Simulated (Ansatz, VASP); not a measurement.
**One calculation of BeTe, two programs**

```
CELL_PARAMETERS angstrom
0.00000 2.74672 2.74672
2.74672 0.00000 2.74672
2.74672 2.74672 0.00000
ATOMIC_POSITIONS crystal
Be 0.00000 0.00000 0.00000
Te 0.75000 0.75000 0.75000
```

Change from the starting cell: volume scaled by 0.975.

Alike in both runs: task single point; functional PBE; k mesh 11 × 11 × 11; occupations fermi-dirac, width 0.05 eV; no spin polarisation.

|  | VASP | Ansatz |
| --- | --- | --- |
| version | VASP 6.6.1 | Ansatz 0.2.0 |
| potentials or method | VASP PAW PBE potentials, release 64 (Be, Te), cutoff 520 eV | all-electron LAPW, scalar-relativistic |

VASP gave:

- pressure (GPa): 6.4

Question: Which values does Ansatz return?

Answer: Pressure (GPa): 6.2.

Ansatz ran all-electron here, and VASP with PAW potentials.

Spin-orbit coupling is off throughout.
